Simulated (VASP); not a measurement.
# BN (F-43m) in VASP: notebook

The runs below take BN through single point, relaxation of cell and atoms, with PBEsol.

Everything below comes from runs of VASP 6.6.1. Logs are shortened: lines on timing, memory, paths and dates and some standing lists are left out, and cuts for length are marked.

### 1 The cell of the first run

The structure is cubic, space group F-43m (No. 216). The conventional cell has a = 3.605 Å, b = 3.605 Å, c = 3.605 Å, α = 90.00°, β = 90.00°, γ = 90.00°. Within 2.1 Å of B (site symmetry -43m) lie 4 N at 1.56 Å. Within 2.1 Å of N (site symmetry -43m) lie 4 B at 1.56 Å.

### 2 Single point, PBEsol

INCAR

```
SYSTEM = BN
  ALGO = Normal
  EDIFF = 1E-6
  ENCUT = 600
  GGA = PS
  GGA_COMPAT = .FALSE.
  ISIF = 2
  ISMEAR = 0
  LASPH = .TRUE.
  LCHARG = .TRUE.
  LELF = .TRUE.
  LREAL = .FALSE.
  LVHAR = .TRUE.
  LWAVE = .FALSE.
  NBANDS = 11
  NELM = 120
  PREC = Accurate
  SIGMA = 0.02
```

KPOINTS

```
k-points
0
G
  12 12 12
  0 0 0
```

POSCAR

```
BN
1.0
    0.0000000000      1.8026024960      1.8026024960
    1.8026024960      0.0000000000      1.8026024960
    1.8026024960      1.8026024960      0.0000000000
B N
1 1
Direct
    0.0000000000      0.0000000000      0.0000000000
    0.7500000000      0.7500000000      0.7500000000
```

Potentials or basis: VASP PAW PBE potentials, release 64 (B, N).

Command:

```
$ cat potpaw_PBE.64/B/POTCAR potpaw_PBE.64/N/POTCAR > POTCAR
$ mpirun -np 1 vasp_std > vasp.out
```

OUTCAR:

```text
SYSTEM = BN
   EDIFF = 1E-6
   ENCUT = 600
   GGA = PS
   ISIF = 2
   ISMEAR = 0
   LASPH = .TRUE.
   LREAL = .FALSE.
   NELM = 120
   PREC = Accurate

 ion  position               nearest neighbor table
   1  0.000  0.000  0.000-   2 1.56   2 1.56   2 1.56   2 1.56
   2  0.750  0.750  0.750-   1 1.56   1 1.56   1 1.56   1 1.56

  LATTYP: Found a face centered cubic cell.
 ALAT       =     3.6052049920

  Lattice vectors:

 A1 = (   0.0000000000,   1.8026024960,   1.8026024960)
 A2 = (   1.8026024960,   0.0000000000,   1.8026024960)
 A3 = (   1.8026024960,   1.8026024960,   0.0000000000)

Analysis of symmetry for initial positions (statically):
=====================================================================
 Subroutine PRICEL returns:
 Original cell was already a primitive cell.

 Routine SETGRP: Setting up the symmetry group for a
 face centered cubic supercell.

 Subroutine GETGRP returns: Found 24 space group operations
 (whereof 24 operations were pure point group operations)
 out of a pool of 48 trial point group operations.

The static configuration has the point symmetry T_d .

Analysis of symmetry for dynamics (positions and initial velocities):
=====================================================================
 Subroutine PRICEL returns:
 Original cell was already a primitive cell.

 Routine SETGRP: Setting up the symmetry group for a
 face centered cubic supercell.

 Subroutine GETGRP returns: Found 24 space group operations
 (whereof 24 operations were pure point group operations)
 out of a pool of 48 trial point group operations.

The dynamic configuration has the point symmetry T_d .

 Subroutine INISYM returns: Found 24 space group operations
 (whereof 24 operations are pure point group operations),
 and found     1 'primitive' translations

----------------------------------------------------------------------------------------

                                     Primitive cell

  volume of cell :      11.7147

  direct lattice vectors                    reciprocal lattice vectors
     0.000000000  1.802602496  1.802602496    -0.277376738  0.277376738  0.277376738
     1.802602496  0.000000000  1.802602496     0.277376738 -0.277376738  0.277376738
     1.802602496  1.802602496  0.000000000     0.277376738  0.277376738 -0.277376738

  length of vectors
     2.549264897  2.549264897  2.549264897     0.480430603  0.480430603  0.480430603

  position of ions in fractional coordinates (direct lattice)
     0.000000000  0.000000000  0.000000000
     0.750000000  0.750000000  0.750000000

  ion indices of the primitive-cell ions
   primitive index   ion index
                 1           1
                 2           2

----------------------------------------------------------------------------------------

 KPOINTS: k-points

Automatic generation of k-mesh.
 Grid dimensions read from file:
 generate k-points for:   12   12   12

 Generating k-lattice:

  Cartesian coordinates                     Fractional coordinates (reciprocal lattice)
    -0.023114728  0.023114728  0.023114728     0.083333333  0.000000000  0.000000000
     0.023114728 -0.023114728  0.023114728     0.000000000  0.083333333  0.000000000
     0.023114728  0.023114728 -0.023114728     0.000000000  0.000000000  0.083333333

  Length of vectors
     0.040035884  0.040035884  0.040035884

  Shift w.r.t. Gamma in fractional coordinates (k-lattice)
     0.000000000  0.000000000  0.000000000

 Subroutine IBZKPT returns following result:
 ===========================================

 Found     72 irreducible k-points:

 Following reciprocal coordinates:
            Coordinates               Weight
  0.000000  0.000000  0.000000      1.000000
  0.083333  0.000000  0.000000      8.000000
  0.166667  0.000000  0.000000      8.000000
  0.250000  0.000000  0.000000      8.000000
  0.333333  0.000000  0.000000      8.000000
  0.416667  0.000000  0.000000      8.000000
[... 16 lines left out ...]
  0.500000  0.166667  0.000000     24.000000
 -0.416667  0.166667  0.000000     24.000000
 [... further k-points ...]
   k-points           NKPTS =     72   k-points in BZ     NKDIM =     72   number of bands    NBANDS=     11
   number of dos      NEDOS =    301   number of ions     NIONS =      2
   total plane-waves  NPLWV =   8000
   dimension x,y,z NGX =    20 NGY =   20 NGZ =   20
   dimension x,y,z NGXF=    40 NGYF=   40 NGZF=   40
   ions per type =               1   1
   NGX,Y,Z   is equivalent  to a cutoff of  13.04, 13.04, 13.04 a.u.
   NGXF,Y,Z  is equivalent  to a cutoff of  26.09, 26.09, 26.09 a.u.
 SYSTEM =  BN
   PREC   = accura    normal or accurate (medium, high low for compatibility)
   ISTART =      0    job   : 0-new  1-cont  2-samecut
   ICHARG =      2    charge: 1-file 2-atom 10-const
   ISPIN  =      1    spin polarized calculation?
   LNONCOLLINEAR =      F non collinear calculations
   LSORBIT =      F    spin-orbit coupling
   LASPH  =      T    aspherical Exc in radial PAW
   ENCUT  =  600.0 eV  44.10 Ry    6.64 a.u.   5.09  5.09  5.09*2*pi/ulx,y,z
   NELM   =    120;   NELMIN=  2; NELMDL= -5     # of ELM steps
   EDIFF  = 0.1E-05   stopping-criterion for ELM
   LREAL  =      F    real-space projection
   EDIFFG = 0.1E-04   stopping-criterion for IOM
   NSW    =      0    number of steps for IOM
   IBRION =     -1    ionic relax: 0-MD 1-quasi-New 2-CG
   NFREE  =      0    steps in history (QN), initial steepest desc. (CG)
   ISIF   =      2    stress and relaxation
   ISYM   =      2    0-nonsym 1-usesym 2-fastsym
   POTIM  = 0.5000    time-step for ionic-motion
   TEBEG  =    0.0;   TEEND  =   0.0 temperature during run
   PSTRESS=    0.0 pullay stress
   NELECT =       8.0000    total number of electrons
   NUPDOWN=      -1.0000    fix difference up-down
   EMIN   =  10.00;   EMAX   =-10.00  energy-range for DOS
   EFERMI =   0.00;   METHOD = LEGACY
   ISMEAR =     0;   SIGMA  =   0.02  broadening in eV -4-tet -1-fermi 0-gaus
   EFERMI_NEDOS =   21; number of points for ismear=-14 and -15
   IALGO  =     38    algorithm
   IMIX   =      4    mixing-type and parameters
     AMIX     =   0.40;   BMIX     =  1.00
     AMIX_MAG =   1.60;   BMIX_MAG =  1.00
  volume/ion in A,a.u.               =       5.86        39.53
  Fermi-wavevector in a.u.,A,eV,Ry     =   1.441656  2.724334 28.277953  2.078371
  Thomas-Fermi vector in A             =   2.560263
   LORBIT       =      0    0 simple, 1 ext, 2 COOP (PROOUT), +10 PAW based schemes
   GGA     = PS    functional components
   LHFCALC =     F    Hartree Fock is set to
   AEXX    =    0.0000 exact exchange contribution
   IVDW    =     0    specifies the selected vdW correction
   LEPSILON=     F    determine dielectric tensor
   LRPA    =     F    only Hartree local field effects (RPA)
 non-spin polarized calculation
 Gauss-broadening in eV      SIGMA  =   0.02
  energy-cutoff  :      600.00
  volume of cell :       11.71
 maximum number of plane-waves:       399
   NGX = 11   NGY = 11   NGZ = 11

 number of electron       7.9999999 magnetization

 Free energy of the ion-electron system (eV)
  ---------------------------------------------------
  ext. energy  EPLUGINS =         0.00000000
  ---------------------------------------------------
  free energy    TOTEN  =       -18.35067451 eV

  energy without entropy =      -18.35067451  energy(sigma->0) =      -18.35067451

 E-fermi :   7.6822     XC(G=0): -13.0561

 val. band max:        7.4632534801   @ k =   0.0000   0.0000   0.0000
 cond. band min:      11.7483243562   @ k =   0.5000   0.5000   0.0000
 fundamental gap:      4.2850708762
 Fermi energy:         7.6821662724

 k-point     1 :       0.0000    0.0000    0.0000
  band No.  band energies     occupation
      1     -12.8830      2.00000
      2       7.4633      2.00000
      3       7.4633      2.00000
      4       7.4633      2.00000
      5      16.2630      0.00000
      6      16.2630      0.00000
      7      16.2630      0.00000
      8      17.8630      0.00000
      9      32.1261      0.00000
     10      35.2511      0.00000
     11      35.2511      0.00000

 k-point     2 :       0.0833    0.0000    0.0000
  band No.  band energies     occupation
      1     -12.7120      2.00000
      2       6.5389      2.00000
      3       7.2793      2.00000
      4       7.2793      2.00000
      5      16.4762      0.00000
      6      16.5411      0.00000
      7      16.5411      0.00000
      8      18.4302      0.00000
      9      31.8750      0.00000
     10      32.9334      0.00000
     11      32.9334      0.00000

 k-point     3 :       0.1667    0.0000    0.0000
  band No.  band energies     occupation
      1     -12.2050      2.00000
      2       4.4137      2.00000
      3       6.8329      2.00000
      4       6.8329      2.00000
      5      16.8055      0.00000
      6      17.1845      0.00000
      7      17.1845      0.00000
      8      19.7505      0.00000
      9      31.2593      0.00000
     10      31.3621      0.00000
     11      31.3621      0.00000

 k-point     4 :       0.2500    0.0000    0.0000
  band No.  band energies     occupation
      1     -11.3846      2.00000
      2       1.9176      2.00000
      3       6.3188      2.00000
      4       6.3188      2.00000
      5      17.1268      0.00000
      6      17.7916      0.00000
      7      17.7916      0.00000
      8      21.0501      0.00000
      9      30.7075      0.00000
     10      30.9619      0.00000
     11      30.9619      0.00000

 k-point     5 :       0.3333    0.0000    0.0000
  band No.  band energies     occupation
      1     -10.3119      2.00000
      2      -0.5046      2.00000
      3       5.8811      2.00000
      4       5.8811      2.00000
      5      17.4080      0.00000
      6      18.0927      0.00000
      7      18.0927      0.00000
      8      21.9618      0.00000
      9      30.5139      0.00000
     10      31.7782      0.00000
     11      31.7782      0.00000
[... 211 lines left out ...]
 k-point    21 :       0.3333    0.1667    0.0000
  band No.  band energies     occupation
      1     -10.4860      2.00000
      2       1.3133      2.00000
      3       4.6457      2.00000
      4       4.9497      2.00000
      5      15.4915      0.00000
      6      19.8316      0.00000
      7      20.1981      0.00000
      8      20.2785      0.00000
      9      26.8294      0.00000
     10      33.9232      0.00000
     11      35.5541      0.00000

 k-point    22 :       0.4167    0.1667    0.0000
  band No.  band energies     occupation
      1      -9.3983      2.00000
      2      -0.8144      2.00000
      3       4.2920      2.00000
      4       4.4612      2.00000
      5      15.8861      0.00000
      6      19.9138      0.00000
      7      20.3526      0.00000
      8      21.2068      0.00000
      9      27.7509      0.00000
     10      33.7271      0.00000
     11      35.8396      0.00000

 k-point    23 :       0.5000    0.1667    0.0000
  band No.  band energies     occupation
      1      -8.4004      2.00000
      2      -2.4088      2.00000
      3       3.6968      2.00000
      4       4.5370      2.00000
      5      16.2315      0.00000
      6      19.8491      0.00000
      7      20.0974      0.00000
      8      22.5345      0.00000
      9      28.1207      0.00000
     10      33.9227      0.00000
     11      35.0392      0.00000

 k-point    24 :      -0.4167    0.1667    0.0000
  band No.  band energies     occupation
      1      -8.2069      2.00000
      2      -2.6874      2.00000
      3       3.2870      2.00000
      4       4.8584      2.00000
      5      16.6863      0.00000
      6      19.6972      0.00000
      7      19.7012      0.00000
      8      23.1678      0.00000
      9      28.4090      0.00000
     10      32.7501      0.00000
     11      34.1842      0.00000

 [... further k-points ...]
[... 5 lines left out ...]
  --------------------------------------------------------------------------------------
  -------------------------------------------------------------------------------------
  Total        0.0355241      0.0355241      0.0355241     -0.0000000      0.0000000      0.0000000
  in kB        4.8585237      4.8585237      4.8585237     -0.0000000      0.0000000      0.0000000
  external PRESSURE =       4.8585237 kB  Pullay stress =       0.0000000 kB

 VOLUME and BASIS-vectors are now :
 -----------------------------------------------------------------------------
  energy-cutoff  :      600.00
  volume of cell :       11.71
      direct lattice vectors                 reciprocal lattice vectors
     0.000000000  1.802602496  1.802602496    -0.277376738  0.277376738  0.277376738
     1.802602496  0.000000000  1.802602496     0.277376738 -0.277376738  0.277376738
     1.802602496  1.802602496  0.000000000     0.277376738  0.277376738 -0.277376738

 POSITION                                       TOTAL-FORCE (eV/Angst)
 -----------------------------------------------------------------------------------
      0.00000      0.00000      0.00000         0.000000      0.000000      0.000000
      2.70390      2.70390      2.70390        -0.000000     -0.000000     -0.000000
 -----------------------------------------------------------------------------------
    total drift:                               -0.000000     -0.000000     -0.000000

  FREE ENERGIE OF THE ION-ELECTRON SYSTEM (eV)
  ---------------------------------------------------
  free  energy   TOTEN  =       -18.3506745130 eV

  energy  without entropy=      -18.3506745130  energy(sigma->0) =      -18.35067451
```

Wall time 5.5 s (1 thread of Intel Xeon 6975P-C (Granite Rapids), shared host); peak memory 0.12 GiB.

Results:

| Item | Value |
| --- | --- |
| Free energy | -18.3507 eV |
| Pressure | 0.5 GPa |
| Band gap on the k mesh | 4.29 eV, indirect (least direct gap 8.80 eV) |

Caveat: the PAW data sets were made with another functional, which shifts forces and pressure a little. As with any semilocal functional, this PBEsol gap is likely too small.

### 3 Relaxation of cell and atoms, PBEsol

This run uses another cell than the first one, of 5.96 Å³/atom, 1.017 times its volume.

INCAR

```
PREC = Accurate ; ENCUT = 600
EDIFF = 1E-7 ; ISMEAR = 0
SIGMA = 0.02 ; LREAL = False
LASPH = True ; NELM = 120
ALGO = Normal ; ISIF = 3
LWAVE = False ; LCHARG = False
GGA = PS ; IBRION = 2
NSW = 100 ; EDIFFG = -0.005
GGA_COMPAT = False ; NELMIN = 4
```

KPOINTS

```
Automatic mesh
0
Gamma
  12 12 12
```

POSCAR

```
BN
1.0
    0.0000000000      1.8130010000      1.8130010000
    1.8130010000      0.0000000000      1.8130010000
    1.8130010000      1.8130010000      0.0000000000
B N
1 1
Direct
    0.0000000000      0.0000000000      0.0000000000
    0.7500000000      0.7500000000      0.7500000000
```

Potentials or basis: VASP PAW PBE potentials, release 64 (B, N).

Command:

```
$ cat potpaw_PBE.64/B/POTCAR potpaw_PBE.64/N/POTCAR > POTCAR
$ mpirun -np 1 vasp_std > vasp.out
```

It took 12 s on 1 thread of Intel Xeon 6975P-C (Granite Rapids), shared host; peak memory 0.12 GiB.

It converged, with:

* Free energy: -18.3514 eV
* Relaxed volume: 5.86 Å³/atom
* Relaxed cell: a = 2.550 Å, b = 2.550 Å, c = 2.550 Å, α = 60.00°, β = 60.00°, γ = 60.00°
* Space group after relaxing (to 0.05 Å): F-43m (No. 216)
* Energy gained by relaxing: 1.8 meV/atom
* Ionic steps: 3
* Pressure after relaxing: 0.0 GPa
* Band gap on the k mesh: 4.28 eV, indirect (least direct gap 8.79 eV)

Step by step:
```tsv
step	energy change (eV)	largest force (eV/Å)	pressure (GPa)	volume (Å³)
1	0.0000	0.0000	-6.03	11.92
2	0.0003	0.0000	6.62	11.54
3	-0.0036	0.0000	-0.01	11.73
```

Final structure:
```
B N
1.0
     0.00000    1.80334    1.80334
     1.80334    0.00000    1.80334
     1.80334    1.80334    0.00000
B N
1 1
Direct
  0.00000 0.00000 0.00000
  0.75000 0.75000 0.75000
```

Levels at points of the mesh, in eV from the valence-band top:
```
           k point  band 1  band 2  band 3  band 4  band 5  band 6  band 7  band 8
(0.00, 0.00, 0.00)  -20.33    0.00    0.00    0.00    8.79    8.79    8.79   10.38
(0.50, 0.00, 0.00)  -16.03  -10.84   -1.96   -1.96   10.18   10.66   10.66   15.15
(0.50, 0.50, 0.00)  -14.64   -9.01   -4.97   -4.97    4.28    9.13   17.98   17.98
```

Caveat: the PAW data sets were made with another functional, which shifts forces and pressure a little. As with any semilocal functional, this PBEsol gap is likely too small.
